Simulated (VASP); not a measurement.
Write the native input for VASP 6.6.1 that does the following.

```yaml
Task: single point
Functional: PBEsol
Potentials_or_basis: VASP PAW PBE potentials, release 64 (K_sv, Pt, H)
Cutoff: 520 eV
k_mesh: 2 × 2 × 2
Occupations: fermi-dirac, width 0.1 eV
Spin: no spin polarisation
Dipole_correction: no
Further_INCAR_settings: ALGO = Normal; EDIFF = 1e-06; NBANDS = 68
```

The structure of K8HPt4 (a cell with a defect) lies in POSCAR:

```
K8HPt4
1.0
    7.5629260000      0.0000000000      0.0000000000
    0.0000000000      7.5629260000      0.0000000000
    0.0000000000      0.0000000000      7.5629260000
K Pt H
8 4 1
Direct
    0.7370220203      0.7671575790      0.7502645140
    0.2375128356      0.2707264358      0.2958358974
    0.2373599847      0.2705788738      0.7038884157
    0.7371292539      0.7672649448      0.2493619533
    0.2410975593      0.7635019832      0.2452179223
    0.7318580137      0.2697396484      0.7540886953
    0.7319489838      0.2697775967      0.2454159938
    0.2410556443      0.7634125998      0.7542867668
    0.0348399548      0.0610973848     -0.0003366422
    0.4467893776      0.4749793929     -0.0001685855
    0.4976146798      0.0047791027      0.4998170020
   -0.0266485485      0.5288228392      0.4998184565
    0.1932142401      0.2068126807     -0.0002411765
```

The input as run:

INCAR

```
PREC     = Accurate       # precision mode
ENCUT    = 520            # plane-wave cutoff, eV
EDIFF    = 1E-6           # SCF threshold, eV
ISMEAR   = -1             # smearing method
SIGMA    = 0.1            # smearing width, eV
LREAL    = False          # projectors in reciprocal space
LASPH    = True           # aspherical terms in the spheres
NELM     = 60             # most SCF steps
ALGO     = Normal         # electronic algorithm
ISIF     = 2              # what is computed and relaxed
LWAVE    = False          # write WAVECAR
LCHARG   = False          # write CHGCAR
GGA      = PS             # functional
NBANDS   = 68             # bands
```

KPOINTS

```
Automatic mesh
0
Gamma
  2 2 2
```

Potentials or basis: VASP PAW PBE potentials, release 64 (K_sv, Pt, H).

Launch:

```console
$ cat potpaw_PBE.64/K_sv/POTCAR potpaw_PBE.64/Pt/POTCAR potpaw_PBE.64/H/POTCAR > POTCAR
$ mpirun -np 1 vasp_std > vasp.out
```

It gave:

The pressure is 0.0 GPa. The largest force is 0.286 eV/Å and the band gap on the k mesh is zero (an odd number of electrons rules out a gap without spin polarisation).

Caveat: the k points lie up to 0.42 Å⁻¹ apart, too coarse for converged energies and pressures of a metal; the PAW data sets were made with another functional, which shifts forces and pressure a little; spin-orbit coupling is left out, which moves the levels of the heavy elements.

Run time: 5.2 min on 1 thread of Intel(R) Xeon(R) Platinum 8124M CPU @ 3.00GHz (Skylake/Cascade Lake), with other jobs on the host, peak memory 0.55 GiB.
